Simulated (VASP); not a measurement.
# MgI2 (P-3m1) in VASP: single point with PBE

Aim: the single point of MgI2 with PBE.

Program: VASP 6.6.1. These are calculated values, not measurements. Logs are shortened: lines on timing, memory, paths and dates and some standing lists are left out, and cuts for length are marked.

## (1) The cell of the first run

It takes space group P-3m1 (No. 164, trigonal). Conventional cell: a = 4.157 Å, b = 4.157 Å, c = 6.876 Å, α = 90.00°, β = 90.00°, γ = 120.00°. Mg (site symmetry -3m) has 6 I at 2.92 Å within 3.8 Å. Within 3.8 Å of I (site symmetry 3m) lie 3 Mg at 2.92 Å.

## (2) Single point, PBE

INCAR

```
SYSTEM = MgI2
  ALGO = Normal
  EDIFF = 1E-6
  ENCUT = 520
  GGA = PE
  ISIF = 2
  ISMEAR = 0
  LASPH = .True.
  LCHARG = .False.
  LREAL = .False.
  LWAVE = .False.
  NBANDS = 15
  NELM = 60
  PREC = Accurate
  SIGMA = 0.01
```

KPOINTS

```
k-points
0
Gamma
  12 12 4
  0 0 0
```

POSCAR

```
MgI2
1.0
    4.1566377792      0.0000000000      0.0000000000
   -2.0783188896      3.5997539111      0.0000000000
    0.0000000000      0.0000000000      6.8756119697
Mg I
1 2
Direct
    0.0000000000      0.0000000000      0.0000000000
    0.3333333333      0.6666666667      0.2425739821
    0.6666666667      0.3333333333      0.7574260179
```

Potentials or basis: VASP PAW PBE potentials, release 64 (Mg, I).

Command:

```
> cat potpaw_PBE.64/Mg/POTCAR potpaw_PBE.64/I/POTCAR > POTCAR
> mpirun -np 1 vasp_std > vasp.out
```

OUTCAR:

```text
SYSTEM = MgI2
   EDIFF = 1E-6
   ENCUT = 520
   GGA = PE
   ISIF = 2
   ISMEAR = 0
   LASPH = .True.
   LREAL = .False.
   NELM = 60
   PREC = Accurate

 ion  position               nearest neighbor table
   1  0.000  0.000  0.000-   2 2.92   3 2.92   2 2.92   3 2.92   3 2.92   2 2.92
   2  0.333  0.667  0.243-   1 2.92   1 2.92   1 2.92
   3  0.667  0.333  0.757-   1 2.92   1 2.92   1 2.92

  LATTYP: Found a hexagonal cell.
 ALAT       =     4.1566377792
 C/A-ratio  =     1.6541282486

  Lattice vectors:

 A1 = (   4.1566377792,   0.0000000000,   0.0000000000)
 A2 = (  -2.0783188896,   3.5997539111,   0.0000000000)
 A3 = (   0.0000000000,   0.0000000000,   6.8756119697)

Analysis of symmetry for initial positions (statically):
=====================================================================
 Subroutine PRICEL returns:
 Original cell was already a primitive cell.

 Routine SETGRP: Setting up the symmetry group for a
 hexagonal supercell.

 Subroutine GETGRP returns: Found 12 space group operations
 (whereof 12 operations were pure point group operations)
 out of a pool of 24 trial point group operations.

The static configuration has the point symmetry D_3d.

Analysis of symmetry for dynamics (positions and initial velocities):
=====================================================================
 Subroutine PRICEL returns:
 Original cell was already a primitive cell.

 Routine SETGRP: Setting up the symmetry group for a
 hexagonal supercell.

 Subroutine GETGRP returns: Found 12 space group operations
 (whereof 12 operations were pure point group operations)
 out of a pool of 24 trial point group operations.

The dynamic configuration has the point symmetry D_3d.

 Subroutine INISYM returns: Found 12 space group operations
 (whereof 12 operations are pure point group operations),
 and found     1 'primitive' translations

----------------------------------------------------------------------------------------

                                     Primitive cell

  volume of cell :     102.8789

  direct lattice vectors                    reciprocal lattice vectors
     4.156637779  0.000000000  0.000000000     0.240579058  0.138898384  0.000000000
    -2.078318890  3.599753911  0.000000000     0.000000000  0.277796767  0.000000000
     0.000000000  0.000000000  6.875611970     0.000000000  0.000000000  0.145441599

  length of vectors
     4.156637779  4.156637779  6.875611970     0.277796767  0.277796767  0.145441599

  position of ions in fractional coordinates (direct lattice)
     0.000000000  0.000000000  0.000000000
     0.333333333  0.666666667  0.242573982
     0.666666667  0.333333333  0.757426018

  ion indices of the primitive-cell ions
   primitive index   ion index
                 1           1
                 2           2
                 3           3

----------------------------------------------------------------------------------------

 KPOINTS: k-points

Automatic generation of k-mesh.
 Grid dimensions read from file:
 generate k-points for:   12   12    4

 Generating k-lattice:

  Cartesian coordinates                     Fractional coordinates (reciprocal lattice)
     0.020048255  0.011574865  0.000000000     0.083333333 -0.000000000  0.000000000
     0.000000000  0.023149731  0.000000000     0.000000000  0.083333333  0.000000000
     0.000000000  0.000000000  0.036360400     0.000000000  0.000000000  0.250000000

  Length of vectors
     0.023149731  0.023149731  0.036360400

  Shift w.r.t. Gamma in fractional coordinates (k-lattice)
     0.000000000  0.000000000  0.000000000

 Subroutine IBZKPT returns following result:
 ===========================================

 Found     69 irreducible k-points:

 Following reciprocal coordinates:
            Coordinates               Weight
  0.000000  0.000000  0.000000      1.000000
  0.083333  0.000000  0.000000      6.000000
  0.166667 -0.000000  0.000000      6.000000
  0.250000  0.000000  0.000000      6.000000
  0.333333 -0.000000  0.000000      6.000000
  0.416667 -0.000000  0.000000      6.000000
[... 16 lines left out ...]
  0.166667 -0.000000  0.250000      6.000000
  0.000000  0.166667  0.250000      6.000000
 [... further k-points ...]
   k-points           NKPTS =     69   k-points in BZ     NKDIM =     69   number of bands    NBANDS=     15
   number of dos      NEDOS =    301   number of ions     NIONS =      3
   total plane-waves  NPLWV =  55296
   dimension x,y,z NGX =    32 NGY =   32 NGZ =   54
   dimension x,y,z NGXF=    64 NGYF=   64 NGZF=  108
   ions per type =               1   2
   NGX,Y,Z   is equivalent  to a cutoff of  12.80, 12.80, 13.06 a.u.
   NGXF,Y,Z  is equivalent  to a cutoff of  25.60, 25.60, 26.11 a.u.
 SYSTEM =  MgI2
   PREC   = accura    normal or accurate (medium, high low for compatibility)
   ISTART =      0    job   : 0-new  1-cont  2-samecut
   ICHARG =      2    charge: 1-file 2-atom 10-const
   ISPIN  =      1    spin polarized calculation?
   LNONCOLLINEAR =      F non collinear calculations
   LSORBIT =      F    spin-orbit coupling
   LASPH  =      T    aspherical Exc in radial PAW
   ENCUT  =  520.0 eV  38.22 Ry    6.18 a.u.   7.73  7.73 12.78*2*pi/ulx,y,z
   NELM   =     60;   NELMIN=  2; NELMDL= -5     # of ELM steps
   EDIFF  = 0.1E-05   stopping-criterion for ELM
   LREAL  =      F    real-space projection
   EDIFFG = 0.1E-04   stopping-criterion for IOM
   NSW    =      0    number of steps for IOM
   IBRION =     -1    ionic relax: 0-MD 1-quasi-New 2-CG
   NFREE  =      0    steps in history (QN), initial steepest desc. (CG)
   ISIF   =      2    stress and relaxation
   ISYM   =      2    0-nonsym 1-usesym 2-fastsym
   POTIM  = 0.5000    time-step for ionic-motion
   TEBEG  =    0.0;   TEEND  =   0.0 temperature during run
   PSTRESS=    0.0 pullay stress
   NELECT =      16.0000    total number of electrons
   NUPDOWN=      -1.0000    fix difference up-down
   EMIN   =  10.00;   EMAX   =-10.00  energy-range for DOS
   EFERMI =   0.00;   METHOD = LEGACY
   ISMEAR =     0;   SIGMA  =   0.01  broadening in eV -4-tet -1-fermi 0-gaus
   EFERMI_NEDOS =   21; number of points for ismear=-14 and -15
   IALGO  =     38    algorithm
   IMIX   =      4    mixing-type and parameters
     AMIX     =   0.40;   BMIX     =  1.00
     AMIX_MAG =   1.60;   BMIX_MAG =  1.00
  volume/ion in A,a.u.               =      34.29       231.42
  Fermi-wavevector in a.u.,A,eV,Ry     =   0.880385  1.663687 10.545577  0.775078
  Thomas-Fermi vector in A             =   2.000738
   LORBIT       =      0    0 simple, 1 ext, 2 COOP (PROOUT), +10 PAW based schemes
   GGA     = PE    functional components
   LHFCALC =     F    Hartree Fock is set to
   AEXX    =    0.0000 exact exchange contribution
   IVDW    =     0    specifies the selected vdW correction
   LEPSILON=     F    determine dielectric tensor
   LRPA    =     F    only Hartree local field effects (RPA)
 non-spin polarized calculation
 Gauss-broadening in eV      SIGMA  =   0.01
  energy-cutoff  :      520.00
  volume of cell :      102.88
 maximum number of plane-waves:      2802
 NGX is ok and might be reduce to    32
   NGX = 15   NGY = 15   NGZ = 25

 number of electron      16.0000001 magnetization

 Free energy of the ion-electron system (eV)
  ---------------------------------------------------
  ext. energy  EPLUGINS =         0.00000000
  ---------------------------------------------------
  free energy    TOTEN  =        -7.69923574 eV

  energy without entropy =       -7.69923574  energy(sigma->0) =       -7.69923574

 E-fermi :   2.3662     XC(G=0):  -8.2007

 val. band max:        2.2883762784   @ k =   0.0000   0.0000   0.0000
 cond. band min:       5.7983519363   @ k =   0.5000   0.0000   0.2500
 fundamental gap:      3.5099756579
 Fermi energy:         2.3661637636

 k-point     1 :       0.0000    0.0000    0.0000
  band No.  band energies     occupation
      1      -9.7839      2.00000
      2      -9.0773      2.00000
      3      -1.2451      2.00000
      4       1.8278      2.00000
      5       1.8278      2.00000
      6       2.2070      2.00000
      7       2.2070      2.00000
      8       2.2884      2.00000
      9       5.9669      0.00000
     10       7.0495      0.00000
     11       8.9680      0.00000
     12       8.9680      0.00000
     13       9.7569      0.00000
     14      10.4281      0.00000
     15      10.4281      0.00000

 k-point     2 :       0.0833    0.0000    0.0000
  band No.  band energies     occupation
      1      -9.7476      2.00000
      2      -9.0581      2.00000
      3      -1.1944      2.00000
      4       1.5292      2.00000
      5       1.7323      2.00000
      6       1.9357      2.00000
      7       2.2021      2.00000
      8       2.2663      2.00000
      9       6.2850      0.00000
     10       7.3433      0.00000
     11       8.5986      0.00000
     12       9.0832      0.00000
     13       9.9881      0.00000
     14      10.1673      0.00000
     15      10.5471      0.00000

 k-point     3 :       0.1667   -0.0000    0.0000
  band No.  band energies     occupation
      1      -9.6435      2.00000
      2      -9.0064      2.00000
      3      -1.0524      2.00000
      4       0.8435      2.00000
      5       1.3573      2.00000
      6       1.5190      2.00000
      7       2.1522      2.00000
      8       2.1887      2.00000
      9       6.8354      0.00000
     10       7.6778      0.00000
     11       8.4753      0.00000
     12       9.3303      0.00000
     13       9.4787      0.00000
     14      10.2806      0.00000
     15      10.8176      0.00000
[... 343 lines left out ...]
 k-point    23 :       0.1667   -0.0000    0.2500
  band No.  band energies     occupation
      1      -9.5851      2.00000
      2      -9.0832      2.00000
      3      -0.7922      2.00000
      4       0.7509      2.00000
      5       1.3032      2.00000
      6       1.5684      2.00000
      7       1.9104      2.00000
      8       2.0911      2.00000
      9       7.0437      0.00000
     10       7.7537      0.00000
     11       8.5164      0.00000
     12       9.1879      0.00000
     13       9.3534      0.00000
     14      10.0763      0.00000
     15      10.9567      0.00000

 k-point    24 :       0.0000    0.1667    0.2500
  band No.  band energies     occupation
      1      -9.5855      2.00000
      2      -9.0825      2.00000
      3      -0.8203      2.00000
      4       0.9685      2.00000
      5       1.1214      2.00000
      6       1.5804      2.00000
      7       1.8998      2.00000
      8       2.0739      2.00000
      9       6.8232      0.00000
     10       7.9395      0.00000
     11       8.7897      0.00000
     12       9.2574      0.00000
     13       9.4506      0.00000
     14      10.0139      0.00000
     15      10.5973      0.00000

 [... further k-points ...]

------------------------ aborting loop because EDIFF is reached ----------------------------------------

  FORCE on cell =-STRESS in cart. coord.  units (eV):
  Direction    XX          YY          ZZ          XY          YZ          ZX
  --------------------------------------------------------------------------------------
  -------------------------------------------------------------------------------------
  Total        0.6401526      0.6401526      0.7837734      0.0000000      0.0000000     -0.0000000
  in kB        9.9693700      9.9693700     12.2060383      0.0000000      0.0000000     -0.0000000
  external PRESSURE =      10.7149261 kB  Pullay stress =       0.0000000 kB

 VOLUME and BASIS-vectors are now :
 -----------------------------------------------------------------------------
  energy-cutoff  :      520.00
  volume of cell :      102.88
      direct lattice vectors                 reciprocal lattice vectors
     4.156637779  0.000000000  0.000000000     0.240579058  0.138898384  0.000000000
    -2.078318890  3.599753911  0.000000000     0.000000000  0.277796767  0.000000000
     0.000000000  0.000000000  6.875611970     0.000000000  0.000000000  0.145441599

 POSITION                                       TOTAL-FORCE (eV/Angst)
 -----------------------------------------------------------------------------------
      0.00000      0.00000      0.00000         0.000000      0.000000      0.000000
     -0.00000      2.39984      1.66784        -0.000000      0.000000      0.001380
      2.07832      1.19992      5.20777         0.000000     -0.000000     -0.001380
 -----------------------------------------------------------------------------------
    total drift:                                0.000000     -0.000000     -0.000000

  FREE ENERGIE OF THE ION-ELECTRON SYSTEM (eV)
  ---------------------------------------------------
  free  energy   TOTEN  =        -7.6992357377 eV

  energy  without entropy=       -7.6992357377  energy(sigma->0) =       -7.69923574
```

Wall time 72 s (1 thread of Intel Xeon Platinum 8488C (Sapphire Rapids), shared host); peak memory 0.29 GiB.

Results:

| Quantity | Value |
| --- | --- |
| Free energy | -7.6992 eV |
| Pressure | 1.1 GPa |
| Band gap on the k mesh | 3.51 eV, indirect (least direct gap 3.68 eV) |

Stress tensor (GPa, compression positive):
```
1.00 0.00 0.00
0.00 1.00 0.00
0.00 0.00 1.22
```

Caveat: spin-orbit coupling is left out, which moves the levels of the heavy elements; this functional lacks dispersion, which binds the layers, so the pressure and a relaxed spacing across them are unreliable.
